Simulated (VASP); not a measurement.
# ScAl3P2 (P4/mmm) in VASP: a series of runs, part 2 of 2

VASP 6.6.1.

## 3. Single point, PBE

This run uses another cell than the first one, of 23.06 Å³/atom, 1.238 times its volume.

The input, INCAR:

```
SYSTEM = ScAl3P2
  ALGO = Normal
  EDIFF = 1E-6
  ENCUT = 520
  GGA = PE
  ISIF = 2
  ISMEAR = 0
  LASPH = .TRUE.
  LCHARG = .FALSE.
  LREAL = .FALSE.
  LWAVE = .FALSE.
  NBANDS = 24
  NELM = 100
  PREC = Accurate
  SIGMA = 0.1
```

The input, KPOINTS:

```
k-points
0
G
  8 8 8
  0 0 0
```

The input, POSCAR:

```
ScAl3P2
1.0
    5.5185538883      0.0000000000      0.0000000000
    0.0000000000      5.5185538883      0.0000000000
    0.0000000000      0.0000000000      4.5436031615
Sc Al P
1 3 2
Direct
    0.0000000000      0.0000000000      0.0000000000
    0.0000000000      0.5000000000      0.0000000000
    0.5000000000      0.0000000000      0.0000000000
    0.5000000000      0.5000000000      0.0000000000
    0.0000000000      0.5000000000      0.5000000000
    0.5000000000      0.0000000000      0.5000000000
```

Potentials or basis: VASP PAW PBE potentials, release 64 (Sc_sv, Al, P).

Run with:

```
$ cat potpaw_PBE.64/Sc_sv/POTCAR potpaw_PBE.64/Al/POTCAR potpaw_PBE.64/P/POTCAR > POTCAR
$ mpirun -np 1 vasp_std > vasp.out
```

OUTCAR:

```text
SYSTEM = ScAl3P2
   EDIFF = 1E-6
   ENCUT = 520
   GGA = PE
   ISIF = 2
   ISMEAR = 0
   LASPH = .TRUE.
   LREAL = .FALSE.
   NELM = 100
   PREC = Accurate

 ion  position               nearest neighbor table
   1  0.000  0.000  0.000-   2 2.76   3 2.76   2 2.76   3 2.76
   2  0.000  0.500  0.000-   5 2.27   5 2.27   1 2.76   4 2.76   1 2.76   4 2.76
   3  0.500  0.000  0.000-   6 2.27   6 2.27   1 2.76   4 2.76   4 2.76   1 2.76
   4  0.500  0.500  0.000-   2 2.76   3 2.76   3 2.76   2 2.76
   5  0.000  0.500  0.500-   2 2.27   2 2.27
   6  0.500  0.000  0.500-   3 2.27   3 2.27

  LATTYP: Found a simple tetragonal cell.
[... 855 lines left out ...]
  Total       -0.0108010     -0.0108010     -0.0990657      0.0000000      0.0000000     -0.0000000
  in kB       -0.1250615     -0.1250615     -1.1470517      0.0000000      0.0000000     -0.0000000
  external PRESSURE =      -0.4657249 kB  Pullay stress =       0.0000000 kB

 VOLUME and BASIS-vectors are now :
 -----------------------------------------------------------------------------
  energy-cutoff  :      520.00
  volume of cell :      138.37
      direct lattice vectors                 reciprocal lattice vectors
     5.518553888  0.000000000  0.000000000     0.181206892  0.000000000  0.000000000
     0.000000000  5.518553888  0.000000000     0.000000000  0.181206892  0.000000000
     0.000000000  0.000000000  4.543603162     0.000000000  0.000000000  0.220089643

 POSITION                                       TOTAL-FORCE (eV/Angst)
 -----------------------------------------------------------------------------------
      0.00000      0.00000      0.00000         0.000000      0.000000      0.000000
      0.00000      2.75928      0.00000         0.000000      0.000000      0.000000
      2.75928      0.00000      0.00000         0.000000      0.000000      0.000000
      2.75928      2.75928      0.00000         0.000000      0.000000      0.000000
      0.00000      2.75928      2.27180         0.000000      0.000000      0.000000
      2.75928      0.00000      2.27180         0.000000      0.000000      0.000000
 -----------------------------------------------------------------------------------
    total drift:                               -0.000000      0.000000      0.000000

  FREE ENERGIE OF THE ION-ELECTRON SYSTEM (eV)
  ---------------------------------------------------
  free  energy   TOTEN  =       -25.3799284127 eV

  energy  without entropy=      -25.3558274311  energy(sigma->0) =      -25.36787792
```

OSZICAR:

```text
N       E                     dE             d eps       ncg     rms          rms(c)
DAV:   1     0.177744328103E+03    0.17774E+03   -0.11400E+04  3600   0.107E+03
DAV:   2    -0.111713695003E+02   -0.18892E+03   -0.18013E+03  3664   0.285E+02
DAV:   3    -0.277694094394E+02   -0.16598E+02   -0.15416E+02  5560   0.721E+01
DAV:   4    -0.284871008824E+02   -0.71769E+00   -0.71193E+00  5032   0.158E+01
DAV:   5    -0.285144378015E+02   -0.27337E-01   -0.27325E-01  5080   0.324E+00    0.863E+00
DAV:   6    -0.258544930795E+02    0.26599E+01   -0.96815E+00  5872   0.215E+01    0.545E+00
DAV:   7    -0.255919703741E+02    0.26252E+00   -0.43446E+00  6024   0.169E+01    0.355E+00
DAV:   8    -0.254553778118E+02    0.13659E+00   -0.12416E+00  5336   0.901E+00    0.201E+00
DAV:   9    -0.253815139443E+02    0.73864E-01   -0.20491E-01  5344   0.421E+00    0.448E-01
DAV:  10    -0.253799803776E+02    0.15336E-02   -0.23537E-02  6032   0.113E+00    0.208E-01
DAV:  11    -0.253799575900E+02    0.22788E-04   -0.22326E-03  5568   0.403E-01    0.990E-02
DAV:  12    -0.253799284069E+02    0.29183E-04   -0.24627E-04  5544   0.129E-01    0.211E-02
DAV:  13    -0.253799283804E+02    0.26573E-07   -0.14574E-05  5304   0.227E-02    0.877E-03
DAV:  14    -0.253799284127E+02   -0.32345E-07   -0.45395E-06  5016   0.168E-02
   1 F= -.25379928E+02 E0= -.25367878E+02  d E =-.241010E-01
```

stdout:

```text
POSCAR found type information on POSCAR ScAlP
 POSCAR found :  3 types and       6 ions
 scaLAPACK will be used
 LDA part: xc-table for (Slater+PW92), standard interpolation
 POSCAR, INCAR and KPOINTS ok, starting setup
 FFT: planning ... GRIDC
 FFT: planning ... GRID_SOFT
 FFT: planning ... GRID
 WAVECAR not read
 entering main loop
```

Wall time 2.1 min (1 thread of Intel Xeon 6975P-C (Granite Rapids), shared host); peak memory 0.39 GiB.

Results:

```yaml
Free_energy: -25.3799 eV
Pressure: 0.0 GPa
Band_gap_on_the_k_mesh: zero (band 15 reaches 4.72 eV, above the bottom of band 16 at 3.89 eV)
```

## 4. Relaxation of cell and atoms, PBE

This run uses another cell than the first one, of 23.02 Å³/atom, 1.235 times its volume.

The input, INCAR:

```
SYSTEM = ScAl3P2
PREC = Accurate
ENCUT = 600
EDIFF = 1E-7
ISMEAR = 0
SIGMA = 0.1
LREAL = .False.
LASPH = .True.
NELM = 100
ALGO = Normal
ISIF = 3
LWAVE = .False.
LCHARG = .False.
GGA = PE
IBRION = 2
NSW = 100
EDIFFG = -0.01
```

The input, KPOINTS:

```
Automatic mesh
0
Gamma
  8 8 8
  0 0 0
```

POSCAR: that of step 3 with these lines changed.

```diff
@@ -2,5 +2,5 @@
 1.0
-    5.5185538883      0.0000000000      0.0000000000
-    0.0000000000      5.5185538883      0.0000000000
-    0.0000000000      0.0000000000      4.5436031615
+    5.5263040344      0.0000000000      0.0000000000
+    0.0000000000      5.5263040344      0.0000000000
+    0.0000000000      0.0000000000      4.5217453980
 Sc Al P
```

Run with:

```
$ cat potpaw_PBE.64/Sc_sv/POTCAR potpaw_PBE.64/Al/POTCAR potpaw_PBE.64/P/POTCAR > POTCAR
$ mpirun -np 1 vasp_std > vasp.out
```

It took 6.7 min on 1 thread of Intel Xeon 6975P-C (Granite Rapids), shared host; peak memory 0.48 GiB.

Results (log left out):

```
Free energy                            : -25.3804 eV
Relaxed volume                         : 23.07 Å³/atom
Relaxed cell                           : a = 5.520 Å, b = 5.520 Å, c = 4.542 Å, α = 90.00°, β = 90.00°, γ = 90.00°
Space group after relaxing (to 0.05 Å) : P4/mmm (No. 123)
Energy gained by relaxing              : 0.3 meV/atom
Ionic steps                            : 4
Pressure after relaxing                : 0.0 GPa
Band gap on the k mesh                 : zero (band 15 reaches 4.72 eV, above the bottom of band 16 at 3.89 eV)
```

Step by step:
```
step  energy change (eV)  largest force (eV/Å)  pressure (GPa)  volume (Å³)
   1              0.0000                0.0000            0.24       138.09
   2             -0.0014                0.0000           -0.21       138.78
   3             -0.0019                0.0000           -0.06       138.55
   4             -0.0020                0.0000           -0.02       138.40
```

Final structure:
```
CELL_PARAMETERS angstrom
5.52010 0.00000 0.00000
0.00000 5.52010 0.00000
0.00000 0.00000 4.54180
ATOMIC_POSITIONS crystal
Sc 0.00000 0.00000 0.00000
Al 0.00000 0.50000 0.00000
Al 0.50000 0.00000 0.00000
Al 0.50000 0.50000 0.00000
P 0.00000 0.50000 0.50000
P 0.50000 0.00000 0.50000
```

Levels at points of the mesh, in eV from the Fermi level:
```tsv
k point	band 12	band 13	band 14	band 15	band 16	band 17	band 18	band 19
(0.00, 0.00, 0.00)	-1.58	-1.20	-1.17	-1.17	0.28	0.52	0.86	0.86
(0.50, 0.00, 0.00)	-2.51	-2.43	-1.45	0.23	0.93	0.93	1.03	1.74
(0.50, 0.50, 0.00)	-2.37	-1.59	-0.54	-0.19	-0.05	1.23	1.57	1.70
(0.00, 0.00, 0.50)	-2.12	-1.92	-0.45	-0.45	0.47	0.92	1.12	1.13
(0.50, 0.00, 0.50)	-1.95	-1.81	-1.55	-1.37	-0.13	0.97	1.29	2.04
(0.50, 0.50, 0.50)	-2.64	-0.61	0.02	0.19	1.21	1.21	1.35	1.46
```

## 5. Summary

| task | cell | k mesh | cutoff (eV) | gap on the mesh (eV) | pressure (GPa) | relaxed volume (Å³/atom) |
| --- | --- | --- | --- | --- | --- | --- |
| relaxation of cell and atoms | relaxed from a = 5.313, b = 5.313, c = 3.961 Å, 6 atoms | 4 × 4 × 4 | 600 | none | 0.0 | 23.03 |
| single point | a = 5.519, b = 5.519, c = 4.544 Å, 6 atoms | 8 × 8 × 8 | 520 | none | 0.0 | - |
| relaxation of cell and atoms | relaxed from a = 5.526, b = 5.526, c = 4.522 Å, 6 atoms | 8 × 8 × 8 | 600 | none | 0.0 | 23.07 |

Alike in all rows: level PBE; potentials or basis VASP PAW PBE potentials, release 64 (Sc_sv, Al, P); no spin polarisation; smearing gaussian 0.1 eV.

Caveats: some runs use coarse meshes; the volume moved by over 15 % at a fixed basis, so the end points are rough (some runs).

Absolute energies hang on the potentials; compare differences alone.
